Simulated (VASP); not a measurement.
# Cu (P2_1/m) in VASP: single point with PBEsol

Aim: the single point of Cu with PBEsol.

Program: VASP 6.6.1. These are calculated values, not measurements. Logs are shortened: lines on timing, memory, paths and dates and some standing lists are left out, and cuts for length are marked.

### 1 The cell of the first run

It takes space group P2_1/m (No. 11, monoclinic). Conventional cell: a = 2.534 Å, b = 4.113 Å, c = 2.534 Å, α = 90.00°, β = 120.00°, γ = 90.00°. Cu (site symmetry m) has 12 Cu at 2.33 to 2.78 Å within 3.1 Å.

### 2 Single point, PBEsol (atom 1 (Cu) moved by (-0.450, +0.000) A along x and y)

INCAR reads:

```
  PREC = Accurate
  ENCUT = 520
  EDIFF = 1E-6
  ISMEAR = 0
  SIGMA = 0.15
  LREAL = False
  LASPH = True
  NELM = 100
  ALGO = Fast
  ISIF = 2
  LWAVE = False
  LCHARG = False
  GGA = PS
  NBANDS = 18
```

KPOINTS reads:

```
regular mesh
0
Gamma
  24 24 12
```

POSCAR reads:

```
Cu
1.0
    2.5340966698      0.0000000000      0.0000000000
   -1.2670483349      2.1945920917      0.0000000000
    0.0000000000      0.0000000000      4.1125710000
Cu
2
Direct
    0.1557552617      0.6666666667      0.2500000000
    0.6666666667      0.3333333333      0.7500000000
```

Potentials or basis: VASP PAW PBE potentials, release 64 (Cu).

Started as:

```bash
$ cat potpaw_PBE.64/Cu/POTCAR > POTCAR
$ mpirun -np 1 vasp_std > vasp.out
```

OUTCAR:

```text
PREC = Accurate
   ENCUT = 520
   EDIFF = 1E-6
   ISMEAR = 0
   LREAL = False
   LASPH = True
   NELM = 100
   ISIF = 2
   GGA = PS

 ion  position               nearest neighbor table
   1  0.156  0.667  0.250-   2 2.33   2 2.33   2 2.56   2 2.56   2 2.78   2 2.78
   2  0.667  0.333  0.750-   1 2.33   1 2.33   1 2.56   1 2.56   1 2.78   1 2.78

  LATTYP: Found a hexagonal cell.
 ALAT       =     2.5340966698
 C/A-ratio  =     1.6228942838

  Lattice vectors:

 A1 = (   2.5340966698,   0.0000000000,   0.0000000000)
 A2 = (  -1.2670483349,   2.1945920917,   0.0000000000)
 A3 = (   0.0000000000,   0.0000000000,   4.1125710000)

Analysis of symmetry for initial positions (statically):
=====================================================================
 Subroutine PRICEL returns:
 Original cell was already a primitive cell.

 Routine SETGRP: Setting up the symmetry group for a
 hexagonal supercell.

 Subroutine GETGRP returns: Found  4 space group operations
 (whereof  1 operations were pure point group operations)
 out of a pool of 24 trial point group operations.

The static configuration has the point symmetry C_1 .
 The point group associated with its full space group is C_2h.

Analysis of symmetry for dynamics (positions and initial velocities):
=====================================================================
 Subroutine PRICEL returns:
 Original cell was already a primitive cell.

 Routine SETGRP: Setting up the symmetry group for a
 hexagonal supercell.

 Subroutine GETGRP returns: Found  4 space group operations
 (whereof  1 operations were pure point group operations)
 out of a pool of 24 trial point group operations.

The dynamic configuration has the point symmetry C_1 .
 The point group associated with its full space group is C_2h.

 Subroutine INISYM returns: Found  4 space group operations
 (whereof  1 operations are pure point group operations),
 and found     1 'primitive' translations

----------------------------------------------------------------------------------------

                                     Primitive cell

  volume of cell :      22.8713

  direct lattice vectors                    reciprocal lattice vectors
     2.534096670  0.000000000  0.000000000     0.394617937  0.227832772  0.000000000
    -1.267048335  2.194592092  0.000000000     0.000000000  0.455665544  0.000000000
     0.000000000  0.000000000  4.112571000     0.000000000  0.000000000  0.243156896

  length of vectors
     2.534096670  2.534096670  4.112571000     0.455665544  0.455665544  0.243156896

  position of ions in fractional coordinates (direct lattice)
     0.155755262  0.666666667  0.250000000
     0.666666667  0.333333333  0.750000000

  ion indices of the primitive-cell ions
   primitive index   ion index
                 1           1
                 2           2

----------------------------------------------------------------------------------------

 KPOINTS: regular mesh

Automatic generation of k-mesh.
 Grid dimensions read from file:
 generate k-points for:   24   24   12

 Generating k-lattice:

  Cartesian coordinates                     Fractional coordinates (reciprocal lattice)
     0.016442414  0.009493032  0.000000000     0.041666667 -0.000000000  0.000000000
     0.000000000  0.018986064  0.000000000     0.000000000  0.041666667  0.000000000
     0.000000000  0.000000000  0.020263075     0.000000000  0.000000000  0.083333333

  Length of vectors
     0.018986064  0.018986064  0.020263075

  Shift w.r.t. Gamma in fractional coordinates (k-lattice)
     0.000000000  0.000000000  0.000000000

 Subroutine IBZKPT returns following result:
 ===========================================

 Found   2030 irreducible k-points:

 Following reciprocal coordinates:
            Coordinates               Weight
  0.000000  0.000000  0.000000      1.000000
  0.041667 -0.000000  0.000000      2.000000
  0.000000  0.041667  0.000000      2.000000
 -0.041667  0.041667  0.000000      2.000000
  0.083333 -0.000000  0.000000      2.000000
  0.000000  0.083333  0.000000      2.000000
[... 16 lines left out ...]
  0.333333 -0.000000  0.000000      2.000000
  0.000000  0.333333  0.000000      2.000000
 [... further k-points ...]
   k-points           NKPTS =   2030   k-points in BZ     NKDIM =   2030   number of bands    NBANDS=     18
   number of dos      NEDOS =    301   number of ions     NIONS =      2
   total plane-waves  NPLWV =  12800
   dimension x,y,z NGX =    20 NGY =   20 NGZ =   32
   dimension x,y,z NGXF=    40 NGYF=   40 NGZF=   64
   ions per type =               2
   NGX,Y,Z   is equivalent  to a cutoff of  13.12, 13.12, 12.94 a.u.
   NGXF,Y,Z  is equivalent  to a cutoff of  26.24, 26.24, 25.87 a.u.
 SYSTEM =  unknown system
   PREC   = accura    normal or accurate (medium, high low for compatibility)
   ISTART =      0    job   : 0-new  1-cont  2-samecut
   ICHARG =      2    charge: 1-file 2-atom 10-const
   ISPIN  =      1    spin polarized calculation?
   LNONCOLLINEAR =      F non collinear calculations
   LSORBIT =      F    spin-orbit coupling
   LASPH  =      T    aspherical Exc in radial PAW
   ENCUT  =  520.0 eV  38.22 Ry    6.18 a.u.   4.71  4.71  7.65*2*pi/ulx,y,z
   NELM   =    100;   NELMIN=  2; NELMDL= -5     # of ELM steps
   EDIFF  = 0.1E-05   stopping-criterion for ELM
   LREAL  =      F    real-space projection
   EDIFFG = 0.1E-04   stopping-criterion for IOM
   NSW    =      0    number of steps for IOM
   IBRION =     -1    ionic relax: 0-MD 1-quasi-New 2-CG
   NFREE  =      0    steps in history (QN), initial steepest desc. (CG)
   ISIF   =      2    stress and relaxation
   ISYM   =      2    0-nonsym 1-usesym 2-fastsym
   POTIM  = 0.5000    time-step for ionic-motion
   TEBEG  =    0.0;   TEEND  =   0.0 temperature during run
   PSTRESS=    0.0 pullay stress
   NELECT =      22.0000    total number of electrons
   NUPDOWN=      -1.0000    fix difference up-down
   EMIN   =  10.00;   EMAX   =-10.00  energy-range for DOS
   EFERMI =   0.00;   METHOD = LEGACY
   ISMEAR =     0;   SIGMA  =   0.15  broadening in eV -4-tet -1-fermi 0-gaus
   EFERMI_NEDOS =   21; number of points for ismear=-14 and -15
   IALGO  =     68    algorithm
   IMIX   =      4    mixing-type and parameters
     AMIX     =   0.40;   BMIX     =  1.00
     AMIX_MAG =   1.60;   BMIX_MAG =  1.00
  volume/ion in A,a.u.               =      11.44        77.17
  Fermi-wavevector in a.u.,A,eV,Ry     =   1.616041  3.053874 35.532800  2.611587
  Thomas-Fermi vector in A             =   2.710691
   LORBIT       =      0    0 simple, 1 ext, 2 COOP (PROOUT), +10 PAW based schemes
   GGA     = PS    functional components
   LHFCALC =     F    Hartree Fock is set to
   AEXX    =    0.0000 exact exchange contribution
   IVDW    =     0    specifies the selected vdW correction
   LEPSILON=     F    determine dielectric tensor
   LRPA    =     F    only Hartree local field effects (RPA)
 non-spin polarized calculation
 RMM-DIIS sequential band-by-band and
 Gauss-broadening in eV      SIGMA  =   0.15
  energy-cutoff  :      520.00
  volume of cell :       22.87
 maximum number of plane-waves:       640
   NGX =  9   NGY =  9   NGZ = 15

 number of electron      21.9999980 magnetization

 Free energy of the ion-electron system (eV)
  ---------------------------------------------------
  ext. energy  EPLUGINS =         0.00000000
  ---------------------------------------------------
  free energy    TOTEN  =        -8.45844570 eV

  energy without entropy =       -8.45198580  energy(sigma->0) =       -8.45521575

 E-fermi :   7.7942     XC(G=0): -13.0885

 val. band max:        7.7925232180   @ k =   0.1667   0.3333  -0.3333
 cond. band min:       7.7981309932   @ k =   0.4583  -0.1667   0.5000
 fundamental gap:      0.0056077752
 Fermi energy:         7.7941578024

 k-point     1 :       0.0000    0.0000    0.0000
  band No.  band energies     occupation
      1      -1.8241      2.00000
      2       2.5855      2.00000
      3       4.2694      2.00000
      4       4.6829      2.00000
      5       4.9025      2.00000
      6       4.9104      2.00000
[... 10 lines left out ...]
     17      31.5508      0.00000
     18      32.0175      0.00000

 k-point     2 :       0.0417   -0.0000    0.0000
  band No.  band energies     occupation
      1      -1.7665      2.00000
      2       2.6208      2.00000
      3       4.2725      2.00000
      4       4.6747      2.00000
      5       4.8874      2.00000
      6       4.9196      2.00000
[... 10 lines left out ...]
     17      31.8103      0.00000
     18      32.6297      0.00000

 k-point     3 :       0.0000    0.0417    0.0000
  band No.  band energies     occupation
      1      -1.7667      2.00000
      2       2.6204      2.00000
      3       4.2771      2.00000
      4       4.6781      2.00000
      5       4.8939      2.00000
      6       4.9201      2.00000
[... 10 lines left out ...]
     17      32.3705      0.00000
     18      32.7650      0.00000

 k-point     4 :      -0.0417    0.0417    0.0000
  band No.  band energies     occupation
      1      -1.7672      2.00000
      2       2.6169      2.00000
      3       4.2711      2.00000
      4       4.7038      2.00000
      5       4.8960      2.00000
      6       4.9003      2.00000
[... 10 lines left out ...]
     17      32.1298      0.00000
     18      32.5413      0.00000

 k-point     5 :       0.0833   -0.0000    0.0000
  band No.  band energies     occupation
      1      -1.5947      2.00000
      2       2.7238      2.00000
      3       4.2756      2.00000
      4       4.6477      2.00000
      5       4.8412      2.00000
      6       4.9613      2.00000
[... 10 lines left out ...]
     17      32.5002      0.00000
     18      32.5084      0.00000

 k-point     6 :       0.0000    0.0833    0.0000
  band No.  band energies     occupation
      1      -1.5955      2.00000
      2       2.7220      2.00000
      3       4.2946      2.00000
      4       4.6563      2.00000
      5       4.8623      2.00000
      6       4.9301      2.00000
[... 10 lines left out ...]
     17      32.5948      0.00000
     18      33.1661      0.00000

 k-point     7 :      -0.0833    0.0833    0.0000
  band No.  band energies     occupation
      1      -1.5976      2.00000
      2       2.7067      2.00000
      3       4.2737      2.00000
      4       4.7642      2.00000
      5       4.8769      2.00000
      6       4.8799      2.00000
[... 10 lines left out ...]
     17      32.6332      0.00000
     18      33.1987      0.00000

 k-point     8 :       0.1250    0.0000    0.0000
  band No.  band energies     occupation
      1      -1.3113      2.00000
      2       2.8854      2.00000
      3       4.2615      2.00000
      4       4.6068      2.00000
      5       4.7574      2.00000
      6       5.0398      2.00000
[... 10 lines left out ...]
     17      31.5014      0.00000
     18      33.1769      0.00000
[... 229 lines left out ...]
     17      26.3432      0.00000
     18      28.8685      0.00000

 k-point    20 :       0.2917    0.0000    0.0000
  band No.  band energies     occupation
      1       0.7744      2.00000
      2       3.5323      2.00000
      3       4.0344      2.00000
      4       4.1107      2.00000
      5       4.4314      2.00000
      6       4.4482      2.00000
[... 10 lines left out ...]
     17      25.1291      0.00000
     18      27.1456      0.00000

 k-point    21 :       0.0000    0.2917    0.0000
  band No.  band energies     occupation
      1       0.7485      2.00000
      2       3.5531      2.00000
      3       3.7627      2.00000
      4       4.2018      2.00000
      5       4.3756      2.00000
      6       4.7061      2.00000
[... 10 lines left out ...]
     17      24.9686      0.00000
     18      26.3776      0.00000

 k-point    22 :      -0.2917    0.2917    0.0000
  band No.  band energies     occupation
      1       0.6892      2.00000
      2       3.2479      2.00000
      3       3.4986      2.00000
      4       4.2727      2.00000
      5       4.6673      2.00000
      6       4.8228      2.00000
[... 10 lines left out ...]
     17      25.2137      0.00000
     18      27.8169      0.00000

 k-point    23 :       0.3333   -0.0000    0.0000
  band No.  band energies     occupation
      1       1.4366      2.00000
      2       3.4899      2.00000
      3       3.9152      2.00000
      4       4.1144      2.00000
      5       4.3133      2.00000
      6       4.5256      2.00000
[... 10 lines left out ...]
     17      23.5049      0.00000
     18      26.7134      0.00000

 k-point    24 :       0.0000    0.3333    0.0000
  band No.  band energies     occupation
      1       1.3884      2.00000
      2       3.5351      2.00000
      3       3.6023      2.00000
      4       4.2478      2.00000
      5       4.4004      2.00000
      6       4.6609      2.00000
[... 10 lines left out ...]
     17      23.6555      0.00000
     18      25.5737      0.00000

 [... further k-points ...]

------------------------ aborting loop because EDIFF is reached ----------------------------------------

  FORCE on cell =-STRESS in cart. coord.  units (eV):
  Direction    XX          YY          ZZ          XY          YZ          ZX
  --------------------------------------------------------------------------------------
  -------------------------------------------------------------------------------------
  Total       -0.3946078     -0.1181918      1.3433824      0.7354256      0.0000000      0.0000000
  in kB      -27.6430415     -8.2795619     94.1065494     51.5179919      0.0000000      0.0000000
  external PRESSURE =      19.3946487 kB  Pullay stress =       0.0000000 kB

 VOLUME and BASIS-vectors are now :
 -----------------------------------------------------------------------------
  energy-cutoff  :      520.00
  volume of cell :       22.87
      direct lattice vectors                 reciprocal lattice vectors
     2.534096670  0.000000000  0.000000000     0.394617937  0.227832772  0.000000000
    -1.267048335  2.194592092  0.000000000     0.000000000  0.455665544  0.000000000
     0.000000000  0.000000000  4.112571000     0.000000000  0.000000000  0.243156896

 POSITION                                       TOTAL-FORCE (eV/Angst)
 -----------------------------------------------------------------------------------
     -0.45000      1.46306      1.02814         0.601101      0.403189      0.000000
      1.26705      0.73153      3.08443        -0.601101     -0.403189     -0.000000
 -----------------------------------------------------------------------------------
    total drift:                                0.000007     -0.000005     -0.000000

  FREE ENERGIE OF THE ION-ELECTRON SYSTEM (eV)
  ---------------------------------------------------
  free  energy   TOTEN  =        -8.4584457034 eV

  energy  without entropy=       -8.4519857966  energy(sigma->0) =       -8.45521575
```

Wall time 8.9 min (1 thread of Intel Xeon 6975P-C, shared host); peak memory 0.73 GiB.

Results:

```yaml
Free_energy: -8.4584 eV
Pressure: 1.9 GPa
Largest_force: 0.724 eV/Å
Band_gap_on_the_k_mesh: zero (band 11 reaches 11.90 eV, above the bottom of band 12 at 5.82 eV)
```

Forces on the atoms (eV/Å):
```
Cu   0.601  0.403  0.000
Cu  -0.601 -0.403  0.000
```

Levels at points of the mesh, in eV from the Fermi level:
| k point | band 9 | band 10 | band 11 | band 12 | band 13 | band 14 |
| --- | --- | --- | --- | --- | --- | --- |
| (0.00, 0.00, 0.00) | -2.26 | -2.01 | -1.53 | -1.05 | 4.04 | 20.91 |
| (0.50, 0.00, 0.00) | -1.70 | -1.53 | 0.70 | 0.88 | 9.40 | 9.60 |
| (0.00, 0.50, 0.00) | -1.63 | -1.59 | -0.01 | 1.61 | 7.94 | 8.33 |
| (0.50, 0.50, 0.00) | -1.64 | -1.56 | -0.85 | 2.40 | 6.55 | 7.01 |
| (0.00, 0.00, 0.50) | -2.09 | -2.09 | -1.98 | -1.98 | 12.88 | 12.88 |
| (0.50, 0.00, 0.50) | -1.46 | -1.46 | -0.11 | -0.11 | 5.34 | 5.34 |
| (0.00, 0.50, 0.50) | -1.59 | -1.59 | 0.43 | 0.43 | 4.98 | 4.98 |
| (0.50, 0.50, 0.50) | -1.60 | -1.60 | 1.48 | 1.48 | 4.05 | 4.05 |

Caveat: the cell differs from its parent crystal (atom 1 (Cu) moved by (-0.450, +0.000) A along x and y); the PAW data sets were made with another functional, which shifts forces and pressure a little.
